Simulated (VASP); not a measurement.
# Al2Co (P6/mmm) in VASP: notebook, part 2 of 2

VASP 6.6.1.

### Step 3. Single point, PBE, collinear spin, ferromagnetic start

This run uses another cell than the first one, of 15.84 Å³/atom.

Contents of INCAR:

```
PREC     = Accurate       # precision mode
ENCUT    = 520            # plane-wave cutoff, eV
EDIFF    = 1E-6           # SCF threshold, eV
ISMEAR   = 0              # smearing method
SIGMA    = 0.1            # smearing width, eV
LREAL    = False          # projectors in reciprocal space
LASPH    = True           # aspherical terms in the spheres
NELM     = 150            # most SCF steps
ALGO     = Normal         # electronic algorithm
ISIF     = 2              # what is computed and relaxed
LWAVE    = False          # write WAVECAR
LCHARG   = False          # write CHGCAR
ISPIN    = 2              # spin polarisation
MAGMOM   = 0 0 1.7        # initial moments
LORBIT   = 11             # projections on sites
LMAXMIX  = 4              # l up to which the mixer works
GGA      = PE             # functional
NBANDS   = 18             # bands
```

Contents of KPOINTS:

```
regular mesh
0
Gamma
  18 18 6
```

Contents of POSCAR:

```
Al2Co
1.0
    2.6316326892      0.0000000000      0.0000000000
   -1.3158163446      2.2790607623      0.0000000000
    0.0000000000      0.0000000000      7.9222574541
Al Co
2 1
Direct
    0.0000000000      0.0000000000      0.1855422264
    0.0000000000      0.0000000000      0.8144577736
    0.0000000000      0.0000000000      0.5000000000
```

Potentials or basis: VASP PAW PBE potentials, release 64 (Al, Co).

Launch:

```
cat potpaw_PBE.64/Al/POTCAR potpaw_PBE.64/Co/POTCAR > POTCAR
mpirun -np 1 vasp_std > vasp.out
```

OUTCAR:

```text
PREC = Accurate
   ENCUT = 520
   EDIFF = 1E-6
   ISMEAR = 0
   LREAL = False
   LASPH = True
   NELM = 150
   ISIF = 2
   ISPIN = 2
   LORBIT = 11
   GGA = PE

 ion  position               nearest neighbor table
   1  0.000  0.000  0.186-   3 2.49   2 2.94
   2  0.000  0.000  0.814-   3 2.49   1 2.94
   3  0.000  0.000  0.500-   1 2.49   2 2.49

  LATTYP: Found a hexagonal cell.
 ALAT       =     2.6316326892
 C/A-ratio  =     3.0103963546

  Lattice vectors:

 A1 = (   2.6316326892,   0.0000000000,   0.0000000000)
 A2 = (  -1.3158163446,   2.2790607623,   0.0000000000)
 A3 = (   0.0000000000,   0.0000000000,   7.9222574541)

Analysis of symmetry for initial positions (statically):
=====================================================================
 Subroutine PRICEL returns:
 Original cell was already a primitive cell.

 Routine SETGRP: Setting up the symmetry group for a
[... 1203 lines left out ...]
     17      17.6436      0.00000
     18      18.8636      0.00000

 [... further k-points ...]

------------------------ aborting loop because EDIFF is reached ----------------------------------------

  FORCE on cell =-STRESS in cart. coord.  units (eV):
  Direction    XX          YY          ZZ          XY          YZ          ZX
  --------------------------------------------------------------------------------------
  -------------------------------------------------------------------------------------
  Total       -0.0264834     -0.0264834     -0.1020297      0.0000000      0.0000000      0.0000000
  in kB       -0.8930073     -0.8930073     -3.4403843      0.0000000      0.0000000      0.0000000
  external PRESSURE =      -1.7421330 kB  Pullay stress =       0.0000000 kB

 VOLUME and BASIS-vectors are now :
 -----------------------------------------------------------------------------
  energy-cutoff  :      520.00
  volume of cell :       47.51
      direct lattice vectors                 reciprocal lattice vectors
     2.631632689  0.000000000  0.000000000     0.379992240  0.219388622  0.000000000
    -1.315816345  2.279060762  0.000000000     0.000000000  0.438777244  0.000000000
     0.000000000  0.000000000  7.922257454     0.000000000  0.000000000  0.126226648

 POSITION                                       TOTAL-FORCE (eV/Angst)
 -----------------------------------------------------------------------------------
      0.00000      0.00000      1.46991         0.000000     -0.000000      0.009786
      0.00000      0.00000      6.45234        -0.000000      0.000000     -0.009786
      0.00000      0.00000      3.96113         0.000000      0.000000      0.000000
 -----------------------------------------------------------------------------------
    total drift:                               -0.000000      0.000000      0.000000

  FREE ENERGIE OF THE ION-ELECTRON SYSTEM (eV)
  ---------------------------------------------------
  free  energy   TOTEN  =       -13.3332858880 eV

  energy  without entropy=      -13.3190245191  energy(sigma->0) =      -13.32615520

 total charge

# of ion       s       p       d       tot
------------------------------------------
    1        0.450   0.368   0.000   0.818
    2        0.450   0.368   0.000   0.818
    3        0.438   0.322   7.246   8.006
--------------------------------------------------
tot          1.339   1.058   7.246   9.642

 magnetization (x)

# of ion       s       p       d       tot
------------------------------------------
    1       -0.001  -0.001   0.000  -0.002
    2       -0.001  -0.001   0.000  -0.002
    3       -0.006  -0.016   1.565   1.542
--------------------------------------------------
tot         -0.009  -0.018   1.565   1.538
```

OSZICAR:

```text
N       E                     dE             d eps       ncg     rms          rms(c)
DAV:   1     0.414803811550E+02    0.41480E+02   -0.56524E+03 10664   0.753E+02
DAV:   2    -0.131801619209E+02   -0.54661E+02   -0.46716E+02 11096   0.146E+02
[... 10 lines left out ...]
DAV:  13    -0.133340653141E+02   -0.62115E-03   -0.78665E-04 15192   0.279E-01    0.384E-01
DAV:  14    -0.133334581957E+02    0.60712E-03   -0.63857E-04 14046   0.358E-01    0.158E-01
DAV:  15    -0.133333198345E+02    0.13836E-03   -0.16709E-04 14760   0.151E-01    0.694E-02
DAV:  16    -0.133333092162E+02    0.10618E-04   -0.12788E-05 14734   0.345E-02    0.556E-02
DAV:  17    -0.133332870419E+02    0.22174E-04   -0.21343E-05 13818   0.630E-02    0.155E-02
DAV:  18    -0.133332857182E+02    0.13237E-05   -0.48277E-06 10174   0.230E-02    0.240E-03
DAV:  19    -0.133332858880E+02   -0.16979E-06   -0.34771E-07  6150   0.608E-03
   1 F= -.13333286E+02 E0= -.13326155E+02  d E =-.142614E-01  mag=     1.4703
```

It took 2.8 min on 1 thread of Intel Xeon Platinum 8488C (Sapphire Rapids), shared host; peak memory 0.32 GiB.

What came out:

| Quantity | Value |
| --- | --- |
| Free energy | -13.3333 eV |
| Pressure | -0.2 GPa |
| Largest force | 0.010 eV/Å |
| Net moment | 1.47 μB per cell |
| Site moments | Al -0.00; Co +1.54 μB |
| Valence electrons inside the program's atomic spheres | Al 0.82; Co 8.01 |

Forces on the atoms (eV/Å):
```
Al   0.000  0.000  0.010
Al   0.000  0.000 -0.010
Co   0.000  0.000  0.000
```

Stress tensor (GPa, compression positive):
```
-0.09  0.00  0.00
 0.00 -0.09  0.00
 0.00  0.00 -0.34
```

Levels at points of the mesh, in eV from the Fermi level:
Spin up:
```
           k point  band 4  band 5  band 6  band 7  band 8  band 9  band 10  band 11  band 12  band 13
(0.00, 0.00, 0.00)   -3.43   -2.08   -2.08   -1.51   -1.51   -0.72     1.00    10.45    11.48    14.68
(0.50, 0.00, 0.00)   -3.10   -1.78   -1.49   -1.42   -1.25   -0.67     0.83     2.45     5.64     6.36
(0.00, 0.00, 0.50)   -4.21   -2.53   -2.08   -2.08   -1.51   -1.51     4.65     5.68    14.67    14.67
(0.50, 0.00, 0.50)   -2.81   -2.81   -2.44   -1.78   -0.67    0.20     2.01     2.04     4.18     4.68
```
Spin down:
```tsv
k point	band 3	band 4	band 5	band 6	band 7	band 8	band 9	band 10	band 11	band 12
(0.00, 0.00, 0.00)	-6.30	-2.80	-0.77	-0.59	-0.59	0.41	0.41	1.36	10.52	11.61
(0.50, 0.00, 0.00)	-3.25	-2.20	-1.28	-0.93	-0.52	0.08	0.80	0.99	3.02	5.64
(0.00, 0.00, 0.50)	-4.67	-4.24	-1.83	-0.59	-0.59	0.41	0.41	4.69	5.89	14.65
(0.50, 0.00, 0.50)	-2.85	-2.81	-1.97	-1.33	0.08	0.82	0.99	2.01	2.03	4.44
```
